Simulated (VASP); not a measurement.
# Si (P1) in VASP: single point with LDA

Aim: the single point of Si with LDA.

Everything below comes from runs of VASP 6.6.1. Logs are shortened: lines on timing, memory, paths and dates and some standing lists are left out, and cuts for length are marked.

## Step 1: The cell of the first run

The typed cell holds 4 atoms: a = 5.081 Å, b = 5.081 Å, c = 5.081 Å, α = 98.23°, β = 98.23°, γ = 135.53°.

## Step 2: Single point, LDA (atoms moved at random)

The input, INCAR:

```
SYSTEM = Si
PREC = Accurate
ENCUT = 520
EDIFF = 1E-6
ISMEAR = 0
SIGMA = 0.03
LREAL = .False.
LASPH = .True.
NELM = 80
ALGO = Normal
ISIF = 2
LWAVE = .False.
LCHARG = .False.
GGA = CA
NBANDS = 16
```

The input, KPOINTS:

```
Automatic mesh
0
Gamma
  10 10 10
  0 0 0
```

The input, POSCAR:

```
Si
1.0
   -3.3254442900      3.3254442900      1.9223856600
    3.3254442900     -3.3254442900      1.9223856600
    3.3254442900      3.3254442900     -1.9223856600
Si
4
Direct
    0.1841633234      0.1962041402      0.3709679200
    0.7917659413      0.7977119794      0.6525606471
    0.2383731158      0.8752275787     -0.0030168834
    0.7856976194      0.1308563016     -0.0205116837
```

Potentials or basis: VASP PAW LDA potentials, release 64 (Si).

Command:

```bash
$ cat potpaw_LDA.64/Si/POTCAR > POTCAR
$ mpirun -np 1 vasp_std > vasp.out
```

OUTCAR:

```text
SYSTEM = Si
   PREC = Accurate
   ENCUT = 520
   EDIFF = 1E-6
   ISMEAR = 0
   LREAL = .False.
   LASPH = .True.
   NELM = 80
   ISIF = 2
   GGA = CA

 ion  position               nearest neighbor table
   1  0.184  0.196  0.371-   2 2.22   4 2.42   2 2.45   3 2.50
   2  0.792  0.798  0.653-   4 2.22   1 2.22   3 2.40   1 2.45
   3  0.238  0.875  0.997-   4 2.09   2 2.40   1 2.50   4 2.65
   4  0.786  0.131  0.979-   3 2.09   2 2.22   1 2.42   3 2.65

  LATTYP: Found a body centered tetragonal cell.
 ALAT       =     6.6508885800
 C/A-ratio  =     0.5780838566

  Lattice vectors:

 A1 = (  -3.3254442900,   3.3254442900,   1.9223856600)
 A2 = (   3.3254442900,  -3.3254442900,   1.9223856600)
 A3 = (   3.3254442900,   3.3254442900,  -1.9223856600)

Analysis of symmetry for initial positions (statically):
=====================================================================
 Subroutine PRICEL returns:
 Original cell was already a primitive cell.

 Routine SETGRP: Setting up the symmetry group for a
 body centered tetragonal supercell.

 Subroutine GETGRP returns: Found  1 space group operations
 (whereof  1 operations were pure point group operations)
 out of a pool of 16 trial point group operations.

The static configuration has the point symmetry C_1 .

Analysis of symmetry for dynamics (positions and initial velocities):
=====================================================================
 Subroutine PRICEL returns:
 Original cell was already a primitive cell.

 Routine SETGRP: Setting up the symmetry group for a
 body centered tetragonal supercell.

 Subroutine GETGRP returns: Found  1 space group operations
 (whereof  1 operations were pure point group operations)
 out of a pool of 16 trial point group operations.

The dynamic configuration has the point symmetry C_1 .

 Subroutine INISYM returns: Found  1 space group operations
 (whereof  1 operations are pure point group operations),
 and found     1 'primitive' translations

----------------------------------------------------------------------------------------

                                     Primitive cell

  volume of cell :      85.0354

  direct lattice vectors                    reciprocal lattice vectors
    -3.325444290  3.325444290  1.922385660     0.000000000  0.150355849  0.260093492
     3.325444290 -3.325444290  1.922385660     0.150355849  0.000000000  0.260093492
     3.325444290  3.325444290 -1.922385660     0.150355849  0.150355849  0.000000000

  length of vectors
[... 85 lines left out ...]
   NELM   =     80;   NELMIN=  2; NELMDL= -5     # of ELM steps
   EDIFF  = 0.1E-05   stopping-criterion for ELM
   LREAL  =      F    real-space projection
   EDIFFG = 0.1E-04   stopping-criterion for IOM
   NSW    =      0    number of steps for IOM
   IBRION =     -1    ionic relax: 0-MD 1-quasi-New 2-CG
   NFREE  =      0    steps in history (QN), initial steepest desc. (CG)
   ISIF   =      2    stress and relaxation
   ISYM   =      2    0-nonsym 1-usesym 2-fastsym
   POTIM  = 0.5000    time-step for ionic-motion
   TEBEG  =    0.0;   TEEND  =   0.0 temperature during run
   PSTRESS=    0.0 pullay stress
   NELECT =      16.0000    total number of electrons
   NUPDOWN=      -1.0000    fix difference up-down
   EMIN   =  10.00;   EMAX   =-10.00  energy-range for DOS
   EFERMI =   0.00;   METHOD = LEGACY
   ISMEAR =     0;   SIGMA  =   0.03  broadening in eV -4-tet -1-fermi 0-gaus
   EFERMI_NEDOS =   21; number of points for ismear=-14 and -15
   IALGO  =     38    algorithm
   IMIX   =      4    mixing-type and parameters
     AMIX     =   0.40;   BMIX     =  1.00
     AMIX_MAG =   1.60;   BMIX_MAG =  1.00
  volume/ion in A,a.u.               =      21.26       143.46
  Fermi-wavevector in a.u.,A,eV,Ry     =   0.938098  1.772748 11.973506  0.880028
  Thomas-Fermi vector in A             =   2.065276
   LORBIT       =      0    0 simple, 1 ext, 2 COOP (PROOUT), +10 PAW based schemes
   GGA     = CA    functional components
   LHFCALC =     F    Hartree Fock is set to
   AEXX    =    0.0000 exact exchange contribution
   IVDW    =     0    specifies the selected vdW correction
   LEPSILON=     F    determine dielectric tensor
   LRPA    =     F    only Hartree local field effects (RPA)
 non-spin polarized calculation
 Gauss-broadening in eV      SIGMA  =   0.03
  energy-cutoff  :      520.00
  volume of cell :       85.04
 maximum number of plane-waves:      2319
 NGX is ok and might be reduce to    40
   NGX = 19   NGY = 19   NGZ = 19

 number of electron      16.0000000 magnetization

 Free energy of the ion-electron system (eV)
  ---------------------------------------------------
  ext. energy  EPLUGINS =         0.00000000
  ---------------------------------------------------
  free energy    TOTEN  =       -22.39084084 eV

  energy without entropy =      -22.39068069  energy(sigma->0) =      -22.39076077

 E-fermi :   5.5646     XC(G=0):  -9.3065

 val. band max:        5.5462479824   @ k =   0.4000   0.5000   0.4000
 cond. band min:       5.5696693820   @ k =  -0.1000  -0.2000   0.1000
 fundamental gap:      0.0234213996
 Fermi energy:         5.5645878955

 k-point     1 :       0.0000    0.0000    0.0000
  band No.  band energies     occupation
      1      -6.7790      2.00000
      2      -2.6553      2.00000
      3      -0.4248      2.00000
      4      -0.0997      2.00000
      5       1.3749      2.00000
      6       3.7928      2.00000
[... 433 lines left out ...]
      3      -0.4750      2.00000
      4      -0.2384      2.00000
      5       1.3986      2.00000
      6       2.3756      2.00000
[... 8 lines left out ...]
     15      10.3660      0.00000
     16      12.8532      0.00000

 [... further k-points ...]
[... 5 lines left out ...]
  --------------------------------------------------------------------------------------
  -------------------------------------------------------------------------------------
  Total        2.0807042     -0.9079482      1.4201949     -0.7100609      3.3677124     -1.4952756
  in kB       39.2031589    -17.1069191     26.7583098    -13.3784661     63.4520587    -28.1729268
  external PRESSURE =      16.2848499 kB  Pullay stress =       0.0000000 kB

 VOLUME and BASIS-vectors are now :
 -----------------------------------------------------------------------------
  energy-cutoff  :      520.00
  volume of cell :       85.04
      direct lattice vectors                 reciprocal lattice vectors
    -3.325444290  3.325444290  1.922385660     0.000000000  0.150355849  0.260093492
     3.325444290 -3.325444290  1.922385660     0.150355849  0.000000000  0.260093492
     3.325444290  3.325444290 -1.922385660     0.150355849  0.150355849  0.000000000

 POSITION                                       TOTAL-FORCE (eV/Angst)
 -----------------------------------------------------------------------------------
      1.27367      1.19359      0.01807        -1.170166     -0.558949     -1.549444
      2.18983      2.15028      1.80112        -1.266701      0.378540      1.798065
      5.43324      1.19759      0.22418         1.798753     -1.157900     -4.028236
      1.07960      5.43487     -0.12098         0.638114      1.338309      3.779614
 -----------------------------------------------------------------------------------
    total drift:                                0.000090     -0.000139      0.000128

  FREE ENERGIE OF THE ION-ELECTRON SYSTEM (eV)
  ---------------------------------------------------
  free  energy   TOTEN  =       -22.3908408418 eV

  energy  without entropy=      -22.3906806890  energy(sigma->0) =      -22.39076077
```

OSZICAR:

```text
N       E                     dE             d eps       ncg     rms          rms(c)
DAV:   1     0.244850112881E+02    0.24485E+02   -0.58701E+03 16128   0.812E+02
DAV:   2    -0.211267380590E+02   -0.45612E+02   -0.41336E+02 21840   0.118E+02
DAV:   3    -0.230308499536E+02   -0.19041E+01   -0.18887E+01 21984   0.232E+01
DAV:   4    -0.230572007722E+02   -0.26351E-01   -0.26342E-01 20576   0.349E+00
DAV:   5    -0.230577777934E+02   -0.57702E-03   -0.57700E-03 22448   0.491E-01    0.733E+00
DAV:   6    -0.225745549033E+02    0.48322E+00   -0.26005E-01 19688   0.265E+00    0.429E+00
DAV:   7    -0.223908571113E+02    0.18370E+00   -0.39584E-01 21288   0.306E+00    0.602E-01
DAV:   8    -0.223907225945E+02    0.13452E-03   -0.38237E-02 19456   0.117E+00    0.361E-01
DAV:   9    -0.223908440590E+02   -0.12146E-03   -0.18081E-03 22960   0.241E-01    0.120E-01
DAV:  10    -0.223908319687E+02    0.12090E-04   -0.24180E-04 20352   0.809E-02    0.485E-02
DAV:  11    -0.223908410153E+02   -0.90466E-05   -0.28493E-05 21760   0.313E-02    0.168E-02
DAV:  12    -0.223908408418E+02    0.17351E-06   -0.54195E-06 20648   0.130E-02
   1 F= -.22390841E+02 E0= -.22390761E+02  d E =-.160153E-03
```

It took 12 min on 1 thread of Intel Xeon Platinum 8488C (Sapphire Rapids), shared host; peak memory 0.56 GiB.

Results:

| Property | Result |
| --- | --- |
| Free energy | -22.3908 eV |
| Pressure | 1.6 GPa |
| Largest force | 4.561 eV/Å |
| Band gap on the k mesh | zero (band 8 reaches 5.76 eV, above the bottom of band 9 at 5.43 eV) |

Forces in eV/Å, atoms in the order of the input:
```
Si  -1.170 -0.559 -1.549
Si  -1.267  0.379  1.798
Si   1.799 -1.158 -4.028
Si   0.638  1.338  3.780
```

Caveat: the cell differs from its parent crystal (atoms moved at random); forces of over 1 eV/Å act on the atoms, so gaps and moduli don't describe the material at rest.
